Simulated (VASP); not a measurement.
Here is a VASP 6.6.1 calculation.

File INCAR:

```
ALGO = Normal
EDIFF = 1E-7
EDIFFG = -0.01
ENCUT = 600
GGA = PE
GGA_COMPAT = False
IBRION = 2
ISIF = 3
ISMEAR = 0
LASPH = True
LCHARG = False
LREAL = False
LWAVE = False
NELM = 120
NELMIN = 4
NSW = 100
PREC = Accurate
SIGMA = 0.1
```

Contents of KPOINTS:

```
k-points
0
Gamma
  8 8 8
```

The input POSCAR:

```
Zn2SnO
1.0
    4.9206497097      0.0000000000      0.0000000000
    0.0000000000      4.9206497097      0.0000000000
    0.0000000000      0.0000000000      5.7227016102
Zn Sn O
4 2 2
Direct
    0.5000000000      0.5000000000      0.0000000000
    0.0000000000      0.0000000000      0.0000000000
    0.0000000000      0.5000000000      0.1309872325
    0.5000000000      0.0000000000      0.8690127675
    0.5000000000      0.5000000000      0.5000000000
    0.0000000000      0.0000000000      0.5000000000
    0.0000000000      0.5000000000      0.4855568388
    0.5000000000      0.0000000000      0.5144431612
```

Potentials or basis: VASP PAW PBE potentials, release 64 (Zn, Sn_d, O).

Run with:

```bash
$ cat potpaw_PBE.64/Zn/POTCAR potpaw_PBE.64/Sn_d/POTCAR potpaw_PBE.64/O/POTCAR > POTCAR
$ mpirun -np 1 vasp_std > vasp.out
```

Problem. What does it give for the relaxed volume?

Solution. 17.32 Å³/atom.

Problem. Predict the space group after relaxing (to 0.1 Å).

Solution. P4/nmm (No. 129).

Forces on the atoms (eV/Å):
```
Zn   0.000  0.000  0.000
Zn   0.000  0.000  0.000
Zn   0.000  0.000 -0.004
Zn   0.000  0.000  0.004
Sn   0.000  0.000  0.000
Sn   0.000  0.000  0.000
O    0.000  0.000  0.004
O    0.000  0.000 -0.004
```
